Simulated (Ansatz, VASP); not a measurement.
# In in VASP and in Ansatz

File POSCAR:

```
In
1.0
    0.0000000000      3.3060946705      3.3060946705
    3.3060946705      0.0000000000      3.3060946705
    3.3060946705      3.3060946705      0.0000000000
In
2
Direct
    0.1250000000      0.1250000000      0.1250000000
    0.8750000000      0.8750000000      0.8750000000
```

File INCAR.step1:

```
PREC = Accurate
ENCUT = 520
ISMEAR = -1
SIGMA = 0.1
LREAL = False
LASPH = True
NELM = 80
NBANDS = 20
GGA = PE
ALGO = Normal
EDIFF = 1E-4
LWAVE = True
LCHARG = False
```

File INCAR.step2:

```
PREC = Accurate
ENCUT = 520
EDIFF = 1E-6
ISMEAR = -1
SIGMA = 0.1
LREAL = False
LASPH = True
NELM = 80
ALGO = Normal
ISIF = 2
LWAVE = False
LCHARG = False
METAGGA = R2SCAN
LMIXTAU = True
NBANDS = 20
ISTART = 1
```

Contents of KPOINTS:

```
Automatic mesh
0
Gamma
  9 9 9
```

Input for Ansatz:

```yaml
crystal:
  lattice:
    - [0.0, 3.3060946705, 3.3060946705]
    - [3.3060946705, 0.0, 3.3060946705]
    - [3.3060946705, 3.3060946705, 0.0]
  atoms:
    - { symbol: In, position: [0.125, 0.125, 0.125] }
    - { symbol: In, position: [0.875, 0.875, 0.875] }
hamiltonian:
  xc: r2scan
  pseudopotentials:
    kind: paw
    azcp:
      In: "pseudopotentials/In.paw.azcp"
basis:
  ecutwfc: 500
  fft_grid_basis: typed
kpoints:
  mp_grid: { grid: [9, 9, 9], shift: [0, 0, 0] }
magnetization:
  spin_polarized: false
scf:
  occupations: { method: fermi_dirac, width: 0.1 }
  lower_state_search: "off"
output:
  stress: true
```

Alike in both runs: task single point; functional r2SCAN; k mesh 9 × 9 × 9; occupations fermi-dirac, width 0.1 eV; no spin polarisation.

```csv
,VASP,Ansatz
version,VASP 6.6.1,Ansatz 0.2.0
potentials or method,"VASP PAW PBE potentials, release 64 (In_d), cutoff 520 eV","plane waves (500 eV) with PAW, scalar-relativistic"
valence electrons in the cell,26,26
```

```csv
,VASP,Ansatz,Ansatz less VASP
pressure (GPa),0.0,0.1,+0.02
```

VASP's potentials were made for PBE, not for r2SCAN.
